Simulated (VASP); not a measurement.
# HgSbSe2 (R-3m) in VASP: further runs

The runs below take HgSbSe2 through single point, relaxation of cell and atoms, with PBE.

Program: VASP 6.6.1. These are calculated values, not measurements. Logs are shortened: lines on timing, memory, paths and dates and some standing lists are left out, and cuts for length are marked.

## Step 1: The cell of the first run

The structure is trigonal, space group R-3m (No. 166). The conventional cell has a = 4.215 Å, b = 4.215 Å, c = 20.511 Å, α = 90.00°, β = 90.00°, γ = 120.00°. Within 4.0 Å of Hg (site symmetry -3m) lie 6 Se at 3.03 Å. Sb (site symmetry -3m) has 6 Se at 2.92 Å within 3.9 Å. Within 3.9 Å of Se (site symmetry 3m) lie 3 Sb at 2.92 Å and 3 Hg at 3.03 Å.

## Step 2: Single point, PBE

INCAR reads:

```
SYSTEM = HgSbSe2
ALGO = Normal
EDIFF = 1E-7
ENCUT = 520
GGA = PE
ISIF = 2
ISMEAR = 0
LASPH = .TRUE.
LCHARG = .FALSE.
LREAL = .FALSE.
LWAVE = .FALSE.
NBANDS = 22
NELM = 60
PREC = Accurate
SIGMA = 0.1
```

KPOINTS reads:

```
k-points
0
G
  6 6 6
  0 0 0
```

POSCAR reads:

```
HgSbSe2
1.0
    2.1077235935      1.2168947841      6.8371576702
   -2.1077235935      1.2168947841      6.8371576702
    0.0000000000     -2.4337895682      6.8371576701
Hg Sb Se
1 1 2
Direct
    0.0000000000      0.0000000000      0.0000000000
    0.5000000000      0.5000000000      0.5000000000
    0.2457233762      0.2457233762      0.2457233762
    0.7542766238      0.7542766238      0.7542766238
```

Potentials or basis: VASP PAW PBE potentials, release 64 (Hg, Sb, Se).

Run with:

```console
> cat potpaw_PBE.64/Hg/POTCAR potpaw_PBE.64/Sb/POTCAR potpaw_PBE.64/Se/POTCAR > POTCAR
> mpirun -np 1 vasp_std > vasp.out
```

OUTCAR:

```text
SYSTEM = HgSbSe2
   EDIFF = 1E-7
   ENCUT = 520
   GGA = PE
   ISIF = 2
   ISMEAR = 0
   LASPH = .TRUE.
   LREAL = .FALSE.
   NELM = 60
   PREC = Accurate

 ion  position               nearest neighbor table
   1  0.000  0.000  0.000-   4 3.03   3 3.03   4 3.03   4 3.03   3 3.03   3 3.03
   2  0.500  0.500  0.500-   3 2.92   4 2.92   3 2.92   3 2.92   4 2.92   4 2.92
   3  0.246  0.246  0.246-   2 2.92   2 2.92   2 2.92   1 3.03   1 3.03   1 3.03
   4  0.754  0.754  0.754-   2 2.92   2 2.92   2 2.92   1 3.03   1 3.03   1 3.03

  LATTYP: Found a trigonal (rhomboedric) cell.
 ALAT       =     7.2574139106
 COS(alpha) =     0.8313083741

  Lattice vectors:

 A1 = (   2.1077235935,   1.2168947841,   6.8371576702)
 A2 = (  -2.1077235935,   1.2168947841,   6.8371576702)
 A3 = (   0.0000000000,  -2.4337895682,   6.8371576701)

Analysis of symmetry for initial positions (statically):
=====================================================================
 Subroutine PRICEL returns:
 Original cell was already a primitive cell.

 Routine SETGRP: Setting up the symmetry group for a
 trigonal (rhombohedral) supercell.

 Subroutine GETGRP returns: Found 12 space group operations
 (whereof 12 operations were pure point group operations)
 out of a pool of 12 trial point group operations.

The static configuration has the point symmetry D_3d.

Analysis of symmetry for dynamics (positions and initial velocities):
=====================================================================
 Subroutine PRICEL returns:
 Original cell was already a primitive cell.

 Routine SETGRP: Setting up the symmetry group for a
 trigonal (rhombohedral) supercell.

 Subroutine GETGRP returns: Found 12 space group operations
 (whereof 12 operations were pure point group operations)
 out of a pool of 12 trial point group operations.

The dynamic configuration has the point symmetry D_3d.

 Subroutine INISYM returns: Found 12 space group operations
 (whereof 12 operations are pure point group operations),
 and found     1 'primitive' translations

----------------------------------------------------------------------------------------

                                     Primitive cell

  volume of cell :     105.2188

  direct lattice vectors                    reciprocal lattice vectors
     2.107723593  1.216894784  6.837157670     0.237222756  0.136960622  0.048753203
    -2.107723593  1.216894784  6.837157670    -0.237222756  0.136960622  0.048753203
     0.000000000 -2.433789568  6.837157670     0.000000000 -0.273921244  0.048753203

  length of vectors
     7.257413911  7.257413911  7.257413910     0.278226028  0.278226028  0.278226028

  position of ions in fractional coordinates (direct lattice)
     0.000000000  0.000000000  0.000000000
     0.500000000  0.500000000  0.500000000
     0.245723376  0.245723376  0.245723376
     0.754276624  0.754276624  0.754276624

  ion indices of the primitive-cell ions
   primitive index   ion index
                 1           1
                 2           2
                 3           3
                 4           4

----------------------------------------------------------------------------------------

 KPOINTS: k-points

Automatic generation of k-mesh.
 Grid dimensions read from file:
 generate k-points for:    6    6    6

 Generating k-lattice:

  Cartesian coordinates                     Fractional coordinates (reciprocal lattice)
     0.039537126  0.022826770  0.008125534     0.166666667  0.000000000  0.000000000
    -0.039537126  0.022826770  0.008125534     0.000000000  0.166666667  0.000000000
     0.000000000 -0.045653541  0.008125534     0.000000000  0.000000000  0.166666667

  Length of vectors
     0.046371005  0.046371005  0.046371005

  Shift w.r.t. Gamma in fractional coordinates (k-lattice)
     0.000000000  0.000000000  0.000000000

 Subroutine IBZKPT returns following result:
 ===========================================

 Found     32 irreducible k-points:

 Following reciprocal coordinates:
            Coordinates               Weight
  0.000000  0.000000  0.000000      1.000000
  0.166667 -0.000000 -0.000000      6.000000
  0.333333  0.000000 -0.000000      6.000000
  0.500000  0.000000  0.000000      3.000000
  0.166667  0.166667 -0.000000      6.000000
  0.333333  0.166667  0.000000     12.000000
[... 16 lines left out ...]
  0.500000  0.500000  0.166667      6.000000
 -0.333333  0.500000  0.166667     12.000000
 [... further k-points ...]
   k-points           NKPTS =     32   k-points in BZ     NKDIM =     32   number of bands    NBANDS=     22
   number of dos      NEDOS =    301   number of ions     NIONS =      4
   total plane-waves  NPLWV = 157464
   dimension x,y,z NGX =    54 NGY =   54 NGZ =   54
   dimension x,y,z NGXF=   108 NGYF=  108 NGZF=  108
   ions per type =               1   1   2
   NGX,Y,Z   is equivalent  to a cutoff of  12.37, 12.37, 12.37 a.u.
   NGXF,Y,Z  is equivalent  to a cutoff of  24.74, 24.74, 24.74 a.u.
 SYSTEM =  HgSbSe2
   PREC   = accura    normal or accurate (medium, high low for compatibility)
   ISTART =      0    job   : 0-new  1-cont  2-samecut
   ICHARG =      2    charge: 1-file 2-atom 10-const
   ISPIN  =      1    spin polarized calculation?
   LNONCOLLINEAR =      F non collinear calculations
   LSORBIT =      F    spin-orbit coupling
   LASPH  =      T    aspherical Exc in radial PAW
   ENCUT  =  520.0 eV  38.22 Ry    6.18 a.u.  13.49 13.49 13.49*2*pi/ulx,y,z
   NELM   =     60;   NELMIN=  2; NELMDL= -5     # of ELM steps
   EDIFF  = 0.1E-06   stopping-criterion for ELM
   LREAL  =      F    real-space projection
   EDIFFG = 0.1E-05   stopping-criterion for IOM
   NSW    =      0    number of steps for IOM
   IBRION =     -1    ionic relax: 0-MD 1-quasi-New 2-CG
   NFREE  =      0    steps in history (QN), initial steepest desc. (CG)
   ISIF   =      2    stress and relaxation
   ISYM   =      2    0-nonsym 1-usesym 2-fastsym
   POTIM  = 0.5000    time-step for ionic-motion
   TEBEG  =    0.0;   TEEND  =   0.0 temperature during run
   PSTRESS=    0.0 pullay stress
   NELECT =      29.0000    total number of electrons
   NUPDOWN=      -1.0000    fix difference up-down
   EMIN   =  10.00;   EMAX   =-10.00  energy-range for DOS
   EFERMI =   0.00;   METHOD = LEGACY
   ISMEAR =     0;   SIGMA  =   0.10  broadening in eV -4-tet -1-fermi 0-gaus
   EFERMI_NEDOS =   21; number of points for ismear=-14 and -15
   IALGO  =     38    algorithm
   IMIX   =      4    mixing-type and parameters
     AMIX     =   0.40;   BMIX     =  1.00
     AMIX_MAG =   1.60;   BMIX_MAG =  1.00
  volume/ion in A,a.u.               =      26.30       177.51
  Fermi-wavevector in a.u.,A,eV,Ry     =   1.065393  2.013300 15.443446  1.135061
  Thomas-Fermi vector in A             =   2.200943
   LORBIT       =      0    0 simple, 1 ext, 2 COOP (PROOUT), +10 PAW based schemes
   GGA     = PE    functional components
   LHFCALC =     F    Hartree Fock is set to
   AEXX    =    0.0000 exact exchange contribution
   IVDW    =     0    specifies the selected vdW correction
   LEPSILON=     F    determine dielectric tensor
   LRPA    =     F    only Hartree local field effects (RPA)
 non-spin polarized calculation
 Gauss-broadening in eV      SIGMA  =   0.10
  energy-cutoff  :      520.00
  volume of cell :      105.22
 maximum number of plane-waves:      2848
 NGX is ok and might be reduce to    54
   NGX = 27   NGY = 27   NGZ = 27

 number of electron      29.0000002 magnetization

 Free energy of the ion-electron system (eV)
  ---------------------------------------------------
  ext. energy  EPLUGINS =         0.00000000
  ---------------------------------------------------
  free energy    TOTEN  =       -11.93383576 eV

  energy without entropy =      -11.92589955  energy(sigma->0) =      -11.92986765

 E-fermi :   4.2608     XC(G=0):  -9.6761

 val. band max:        4.2246477599   @ k =   0.0000   0.0000   0.0000
 cond. band min:       4.2897472238   @ k =   0.5000   0.1667  -0.0000
 fundamental gap:      0.0650994639
 Fermi energy:         4.2608100708

 k-point     1 :       0.0000    0.0000    0.0000
  band No.  band energies     occupation
      1      -9.9160      2.00000
      2      -8.7018      2.00000
      3      -4.3544      2.00000
      4      -2.2475      2.00000
      5      -2.2475      2.00000
      6      -2.0504      2.00000
[... 14 lines left out ...]
     21      10.6456      0.00000
     22      11.0453      0.00000

 k-point     2 :       0.1667   -0.0000   -0.0000
  band No.  band energies     occupation
      1      -9.7155      2.00000
      2      -8.6500      2.00000
      3      -4.3917      2.00000
      4      -2.2257      2.00000
      5      -2.2236      2.00000
      6      -2.0629      2.00000
[... 14 lines left out ...]
     21      10.2975      0.00000
     22      10.6913      0.00000

 k-point     3 :       0.3333    0.0000   -0.0000
  band No.  band energies     occupation
      1      -9.2082      2.00000
      2      -8.5614      2.00000
      3      -4.7914      2.00000
      4      -2.2365      2.00000
      5      -2.2107      2.00000
      6      -2.1338      2.00000
[... 14 lines left out ...]
     21      10.2683      0.00000
     22      10.7194      0.00000
[... 476 lines left out ...]
 k-point    23 :       0.5000    0.5000    0.1667
  band No.  band energies     occupation
      1      -9.1279      2.00000
      2      -8.6602      2.00000
      3      -4.8169      2.00000
      4      -2.2525      2.00000
      5      -2.2053      2.00000
      6      -2.1070      2.00000
[... 14 lines left out ...]
     21      10.5454      0.00000
     22      10.8413      0.00000

 k-point    24 :      -0.3333    0.5000    0.1667
  band No.  band energies     occupation
      1      -8.8175      2.00000
      2      -8.5803      2.00000
      3      -5.1567      2.00000
      4      -2.2628      2.00000
      5      -2.2382      2.00000
      6      -2.0603      2.00000
[... 14 lines left out ...]
     21      10.2799      0.00000
     22      10.7198      0.00000

 [... further k-points ...]

------------------------ aborting loop because EDIFF is reached ----------------------------------------

  FORCE on cell =-STRESS in cart. coord.  units (eV):
  Direction    XX          YY          ZZ          XY          YZ          ZX
  --------------------------------------------------------------------------------------
  -------------------------------------------------------------------------------------
  Total       -0.0112179     -0.0112179      0.0136141      0.0000000     -0.0000000      0.0000000
  in kB       -0.1708156     -0.1708156      0.2073026      0.0000000     -0.0000000      0.0000000
  external PRESSURE =      -0.0447762 kB  Pullay stress =       0.0000000 kB

 VOLUME and BASIS-vectors are now :
 -----------------------------------------------------------------------------
  energy-cutoff  :      520.00
  volume of cell :      105.22
      direct lattice vectors                 reciprocal lattice vectors
     2.107723593  1.216894784  6.837157670     0.237222756  0.136960622  0.048753203
    -2.107723593  1.216894784  6.837157670    -0.237222756  0.136960622  0.048753203
     0.000000000 -2.433789568  6.837157670     0.000000000 -0.273921244  0.048753203

 POSITION                                       TOTAL-FORCE (eV/Angst)
 -----------------------------------------------------------------------------------
      0.00000      0.00000      0.00000         0.000000     -0.000000      0.000000
      0.00000      0.00000     10.25574         0.000000     -0.000000     -0.000000
      0.00000      0.00000      5.04015         0.000000     -0.000000     -0.022986
      0.00000      0.00000     15.47132         0.000000      0.000000      0.022986
 -----------------------------------------------------------------------------------
    total drift:                               -0.000000     -0.000000      0.000000

  FREE ENERGIE OF THE ION-ELECTRON SYSTEM (eV)
  ---------------------------------------------------
  free  energy   TOTEN  =       -11.9338357581 eV

  energy  without entropy=      -11.9258995505  energy(sigma->0) =      -11.92986765
```

Wall time 2.7 min (1 thread of Oxide Virtual Turin-like, shared host); peak memory 0.39 GiB.

Results:

| Property | Result |
| --- | --- |
| Free energy | -11.9338 eV |
| Pressure | 0.0 GPa |
| Largest force | 0.023 eV/Å |

Forces in eV/Å, atoms in the order of the input:
```
Hg   0.000  0.000  0.000
Sb   0.000  0.000  0.000
Se   0.000  0.000 -0.023
Se   0.000  0.000  0.023
```

Levels at points of the mesh, in eV from the Fermi level:
```csv
k point,band 11,band 12,band 13,band 14,band 15,band 16,band 17,band 18,band 19,band 20
"(0.00, 0.00, 0.00)",-2.40,-2.01,-1.57,-1.57,-0.04,1.13,1.13,1.35,5.95,6.38
"(0.50, 0.00, 0.00)",-3.35,-3.10,-2.35,-1.93,-1.31,2.73,2.87,4.07,4.32,5.39
"(0.50, 0.50, 0.00)",-3.86,-3.58,-1.46,-1.30,0.61,1.51,1.79,1.89,4.02,6.53
"(0.50, 0.50, 0.50)",-2.17,-1.95,-1.95,-1.20,-0.59,1.60,1.60,2.40,4.13,5.37
```

Caveat: spin-orbit coupling is left out, which moves the levels of the heavy elements.

## Step 3: Relaxation of cell and atoms, PBE

This run uses another cell than the first one, of 25.79 Å³/atom, 0.980 times its volume.

INCAR reads:

```
  PREC = Accurate
  ENCUT = 600
  EDIFF = 1E-7
  ISMEAR = 0
  SIGMA = 0.1
  LREAL = F
  LASPH = T
  NELM = 80
  ALGO = Normal
  ISIF = 3
  LWAVE = F
  LCHARG = F
  GGA = PE
  IBRION = 2
  NSW = 90
  EDIFFG = -0.04
```

KPOINTS reads:

```
Automatic mesh
0
Gamma
  6 6 6
```

POSCAR reads:

```
HgSbSe2
1.0
    2.0378602695      1.1765591751      7.1710756591
   -2.0378602695      1.1765591751      7.1710756591
    0.0000000000     -2.3531183504      7.1710756591
Hg Sb Se
1 1 2
Direct
    0.0000000000      0.0000000000      0.0000000000
    0.5000000000      0.5000000000      0.5000000000
    0.2220000000      0.2220000000      0.2220000000
    0.7780000000      0.7780000000      0.7780000000
```

Potentials or basis: VASP PAW PBE potentials, release 64 (Hg, Sb, Se).

Run with:

```console
> cat potpaw_PBE.64/Hg/POTCAR potpaw_PBE.64/Sb/POTCAR potpaw_PBE.64/Se/POTCAR > POTCAR
> mpirun -np 1 vasp_std > vasp.out
```

Wall time 57 min (1 thread of Oxide Virtual Turin-like, shared host); peak memory 0.6 GiB.

It converged, with:

```yaml
Free_energy: -11.9336 eV
Relaxed_volume: 26.32 Å³/atom
Relaxed_cell: a = 7.258 Å, b = 7.258 Å, c = 7.258 Å, α = 33.77°, β = 33.77°, γ = 33.77°
Space_group_after_relaxing_to_0.05_Å: R-3m (No. 166)
Energy_gained_by_relaxing: 355.0 meV/atom
Ionic_steps: 14
Pressure_after_relaxing: 0.0 GPa
Largest_force_after_relaxing: 0.023 eV/Å
```

Forces on the atoms (eV/Å):
```
Hg   0.000  0.000  0.000
Sb   0.000  0.000  0.000
Se   0.000  0.000 -0.023
Se   0.000  0.000  0.023
```

The path:
| step | energy change (eV) | largest force (eV/Å) | pressure (GPa) | volume (Å³) |
| --- | --- | --- | --- | --- |
| 1 | 0.0000 | 2.7037 | 11.84 | 103.16 |
| 2 | -0.7457 | 0.2630 | -3.80 | 134.27 |
| 3 | -0.8750 | 0.7767 | -0.94 | 123.73 |
| 4 | -0.9521 | 0.7658 | -0.88 | 121.82 |
| 5 | -1.1572 | 0.6542 | -0.63 | 116.15 |
| 6 | -1.2730 | 0.0069 | 0.71 | 105.15 |
| 7 | -1.2944 | 0.2075 | 0.12 | 108.36 |
| 8 | -1.3651 | 0.0506 | -0.24 | 107.29 |
| 9 | -1.4002 | 0.1349 | -0.37 | 106.14 |
| 10 | -1.4029 | 0.2051 | -0.37 | 105.73 |
| 11 | -1.4103 | 0.0019 | 1.25 | 102.92 |
| 12 | -1.4132 | 0.0724 | 0.67 | 103.89 |
| 13 | -1.4194 | 0.0098 | -0.19 | 105.63 |
| 14 | -1.4199 | 0.0234 | -0.01 | 105.26 |

Final structure:
```cif
data_structure
_symmetry_space_group_name_H-M 'P 1'
_symmetry_Int_Tables_number 1
_cell_length_a 7.2575
_cell_length_b 7.2575
_cell_length_c 7.2575
_cell_angle_alpha 33.773
_cell_angle_beta 33.773
_cell_angle_gamma 33.773
_cell_volume 105.26
loop_
_atom_site_label
_atom_site_type_symbol
_atom_site_fract_x
_atom_site_fract_y
_atom_site_fract_z
_atom_site_occupancy
Hg1 Hg 0.00000 0.00000 0.00000 1
Sb1 Sb 0.50000 0.50000 0.50000 1
Se1 Se 0.24572 0.24572 0.24572 1
Se2 Se 0.75428 0.75428 0.75428 1
```

Levels at points of the mesh, in eV from the Fermi level:
| k point | band 11 | band 12 | band 13 | band 14 | band 15 | band 16 | band 17 | band 18 |
| --- | --- | --- | --- | --- | --- | --- | --- | --- |
| (0.00, 0.00, 0.00) | -2.40 | -2.01 | -1.57 | -1.57 | -0.04 | 1.13 | 1.13 | 1.34 |
| (0.50, 0.00, 0.00) | -3.35 | -3.10 | -2.35 | -1.93 | -1.31 | 2.73 | 2.87 | 4.07 |
| (0.50, 0.50, 0.00) | -3.86 | -3.58 | -1.45 | -1.30 | 0.61 | 1.51 | 1.79 | 1.89 |
| (0.50, 0.50, 0.50) | -2.17 | -1.95 | -1.95 | -1.20 | -0.59 | 1.60 | 1.60 | 2.40 |

Caveat: spin-orbit coupling is left out, which moves the levels of the heavy elements.
